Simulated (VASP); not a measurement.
LiF:

```
Li F
1.0
     3.08105    0.00000    0.00000
    -1.54053    2.66827    0.00000
     0.00000    0.00000    4.78523
Li F
2 2
Direct
  0.33333 0.66667 0.38244
  0.66667 0.33333 0.88244
  0.33333 0.66667 0.99256
  0.66667 0.33333 0.49256
```

Base run:

```yaml
Program: VASP 6.6.1
Functional: r2SCAN
Potentials_or_basis: VASP PAW PBE potentials, release 64 (Li_sv, F)
Cutoff: 520 eV
k_mesh: 6 × 6 × 4
Occupations: gaussian, width 0.01 eV
Spin: no spin polarisation
```

Its results: band gap on the k mesh 8.68 eV, direct; largest force 0.003 eV/Å.

Task: The run is repeated on the same cell with these changes: functional from r2SCAN to LDA; potentials or basis from VASP PAW PBE potentials, release 64 (Li_sv, F) to VASP PAW LDA potentials, release 64 (Li_sv, F). What comes out?

Result: Band gap on the k mesh 7.52 eV, direct; largest force 0.007 eV/Å.

Caveats: the PAW data sets were made with another functional, which shifts forces and pressure a little (some runs).

A k mesh can miss the band edges.
